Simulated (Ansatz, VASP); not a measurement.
**CdS: VASP beside Ansatz**

File INCAR:

```
PREC = Accurate
ENCUT = 520
EDIFF = 1E-6
ISMEAR = 0
SIGMA = 0.05
LREAL = F
LASPH = T
NELM = 60
ALGO = Normal
ISIF = 2
LWAVE = F
LCHARG = F
GGA = PE
NBANDS = 16
```

KPOINTS

```
Automatic mesh
0
Gamma
  8 8 8
```

The input POSCAR:

```
CdS
1.0
    0.0000000000      2.9100000000      2.9100000000
    2.9100000000      0.0000000000      2.9100000000
    2.9100000000      2.9100000000      0.0000000000
Cd S
1 1
Direct
   -0.0171821306      0.0171821306     -0.0171821306
    0.7500000000      0.7500000000      0.7500000000
```

Input for Ansatz:

```yaml
crystal:
  lattice:
    - [0.0, 2.91, 2.91]
    - [2.91, 0.0, 2.91]
    - [2.91, 2.91, 0.0]
  atoms:
    - { symbol: Cd, position: [-0.0171821306, 0.0171821306, -0.0171821306] }
    - { symbol: S, position: [0.75, 0.75, 0.75] }
basis:
  ecutwfc: 420
kpoints:
  mp_grid: { grid: [8, 8, 8] }
hamiltonian:
  xc: pbe
scf:
  occupations: { method: gaussian, width: 0.05 }
output:
  forces: true
  stress: true
  eigenvalues: true
```

Change from the starting cell: all Cd atoms moved -0.100 Å, as atom 1 along Cartesian [0 1 0].

Alike in both runs: task single point; functional PBE; k mesh 8 × 8 × 8; occupations gaussian, width 0.05 eV; no spin polarisation.

```csv
,VASP,Ansatz
version,VASP 6.6.1,Ansatz 0.2.0
potentials or method,"VASP PAW PBE potentials, release 64 (Cd, S), cutoff 520 eV","scalar-relativistic, plane waves, PAW"
valence electrons in the cell,18,26
```

VASP gave:

```
gap on the k mesh at the Fermi level (eV)                     : 1.16
least direct gap on the mesh (eV)                             : 1.16
pressure (GPa)                                                : 3.9
traceless stress, the component that is largest in VASP (GPa) : 2.45
rms of the force components (eV/Å)                            : 0.308
```

Problem. Estimate Ansatz's values.

Solution. gap on the k mesh at the Fermi level (eV): 1.16; least direct gap on the mesh (eV): 1.16; pressure (GPa): 3.5; traceless stress, the component that is largest in VASP (GPa): 2.36; rms of the force components (eV/Å): 0.300.

Atom by atom the forces differ by 0.008 eV/Å (rms over components). VASP's potentials hold 18 valence electrons a cell and Ansatz's 26, so a difference there can come from the potentials and not from the codes.
